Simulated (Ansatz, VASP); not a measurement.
**Ag: VASP beside Ansatz**

```xyz
4
Lattice="2.9439 0.0000 0.0000 -1.4720 2.5495 0.0000 0.0000 0.0000 10.0000" Properties=species:S:1:pos:R:3 pbc="T T T"
Ag    0.0000    1.6997    2.5000
Ag    1.4720    0.8498    7.5000
Ag    0.0000    0.0000    0.0000
Ag    0.0000    0.0000    5.0000
```

Change from the starting cell: equal xx and yy strain of +2 %, crystal datasets.

Alike in both runs: task electric field gradients; functional LDA; k mesh 14 × 14 × 4; occupations fermi-dirac, width 0.08 eV; no spin polarisation.

```csv
,VASP,Ansatz
version,VASP 6.6.1,Ansatz 0.2.0
potentials or method,"VASP PAW LDA potentials, release 64 (Ag), cutoff 520 eV","all-electron PAW with datasets made for the crystal, scalar-relativistic"
```

VASP gave:

| Item | Value |
| --- | --- |
| pressure (GPa) | -13.6 |
| traceless stress, the component that is largest in VASP (GPa) | -1.36 |
| size of Vzz on the site where it differs most (V/Å²) | 6.8 |

Task: What did Ansatz give for the same quantities?

Result: Pressure (GPa): -13.7; traceless stress, the component that is largest in VASP (GPa): -1.34; size of Vzz on the site where it differs most (V/Å²): 3.6.

LDA's correlation is that of Perdew and Zunger in VASP and of Perdew and Wang (1992) in Ansatz. Ansatz ran all-electron here, and VASP with PAW potentials.
